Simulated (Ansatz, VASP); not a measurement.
MgO: VASP beside Ansatz

```
CELL_PARAMETERS angstrom
0.00000 2.12722 2.12722
2.12722 0.00000 2.12722
2.12722 2.12722 0.00000
ATOMIC_POSITIONS crystal
Mg 0.00000 0.00000 0.00000
O 0.50000 0.50000 0.50000
```

Alike in both runs: functional PBE; k mesh 10 × 10 × 10; occupations gaussian, width 0.02 eV; no spin polarisation.

Ansatz relaxed the structure, and its values are those at the end. VASP's run is a single point on that final structure, the one shown.

|  | VASP | Ansatz |
| --- | --- | --- |
| version | VASP 6.6.1 | Ansatz 0.2.0 |
| potentials or method | VASP PAW PBE potentials, release 64 (Mg, O), cutoff 600 eV | scalar-relativistic, plane waves, PAW |
| valence electrons in the cell | 8 | 16 |

VASP gave:

| Item | Value |
| --- | --- |
| gap on the k mesh at the Fermi level (eV) | 4.44 |
| least direct gap on the mesh (eV) | 4.44 |
| pressure (GPa) | -1.1 |

Question: What did Ansatz give for the same quantities?

Answer: gap on the k mesh at the Fermi level (eV): 4.46; least direct gap on the mesh (eV): 4.46; pressure (GPa): 0.0.

The functional is the same, so the differences come from potentials, cutoffs and numerics. VASP's potentials hold 8 valence electrons a cell and Ansatz's 16, so a difference there can come from the potentials and not from the codes.
